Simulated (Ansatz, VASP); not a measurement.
One calculation of Al, two programs

Contents of INCAR:

```
PREC = Accurate ; ENCUT = 520
EDIFF = 1E-6 ; ISMEAR = -1
SIGMA = 0.2 ; LREAL = F
LASPH = T ; NELM = 80
ALGO = Normal ; ISIF = 2
LWAVE = F ; LCHARG = T
GGA = CA ; LELF = T
LVHAR = T ; NBANDS = 8
```

Contents of KPOINTS:

```
Automatic mesh
0
Gamma
  14 14 14
```

POSCAR

```
Al
1.0
    0.0000000000      1.9916090303      1.9916090303
    1.9916090303      0.0000000000      1.9916090303
    1.9916090303      1.9916090303      0.0000000000
Al
1
Direct
    0.0000000000      0.0000000000      0.0000000000
```

Input for Ansatz:

```yaml
crystal:
  lattice:
    - [0.0, 1.9916090303, 1.9916090303]
    - [1.9916090303, 0.0, 1.9916090303]
    - [1.9916090303, 1.9916090303, 0.0]
  atoms:
    - { symbol: Al, position: [0.0, 0.0, 0.0] }
hamiltonian:
  xc: lda
  pseudopotentials:
    kind: paw
    azcp:
      Al: "pseudopotentials/Al.paw.azcp"
basis:
  ecutwfc: 420
  fft_grid_basis: typed
kpoints:
  mp_grid: { grid: [14, 14, 14], shift: [0, 0, 0] }
magnetization:
  spin_polarized: false
scf:
  occupations: { method: fermi_dirac, width: 0.2 }
  lower_state_search: "off"
output:
  stress: true
  write_density: true
  write_potential: true
  elf: true
  volumetric_format: npy
```

Alike in both runs: task single point; functional LDA; k mesh 14 × 14 × 14; occupations fermi-dirac, width 0.2 eV; no spin polarisation.

|  | VASP | Ansatz |
| --- | --- | --- |
| version | VASP 6.6.1 | Ansatz 0.2.0 |
| potentials or method | VASP PAW LDA potentials, release 64 (Al), cutoff 520 eV | plane waves (420 eV) with PAW, scalar-relativistic |
| valence electrons in the cell | 3 | 3 |

```tsv
	VASP	Ansatz	Ansatz less VASP
pressure (GPa)	0.2	0.2	-0.08
```

Ansatz warns that its potentials were made for another functional, while VASP's fit it. LDA's correlation is that of Perdew and Zunger in VASP and of Perdew and Wang (1992) in Ansatz.
